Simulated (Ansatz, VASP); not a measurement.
## Two plane-wave programs on AlN

```xyz
4
Lattice="3.2420 0.0000 0.0000 -1.6210 2.8077 0.0000 0.0000 0.0000 4.2642" Properties=species:S:1:pos:R:3 pbc="T T T"
Al    0.0000    1.8718    3.1982
Al    1.6210    0.9359    1.0660
N     0.0000    1.8718    1.0660
N     1.6210    0.9359    3.1982
```

Alike in both runs: task single point; functional PBEsol; k mesh 9 × 9 × 6; occupations gaussian, width 0.05 eV; no spin polarisation.

```csv
,VASP,Ansatz
version,VASP 6.6.1,Ansatz 0.2.0
potentials or method,"VASP PAW PBE potentials, release 64 (Al, N), cutoff 520 eV","scalar-relativistic, plane waves, PAW"
valence electrons in the cell,16,16
```

VASP gave:

- gap on the k mesh at the Fermi level (eV): 3.28
- least direct gap on the mesh (eV): 3.28
- pressure (GPa): 3.5
- traceless stress, the component that is largest in VASP (GPa): -6.80

Task: Estimate Ansatz's values.

Result: gap on the k mesh at the Fermi level (eV): 3.27; least direct gap on the mesh (eV): 3.27; pressure (GPa): 3.5; traceless stress, the component that is largest in VASP (GPa): -6.72.

VASP's potentials were made for PBE, not for PBEsol, and Ansatz warns of the same on its side.
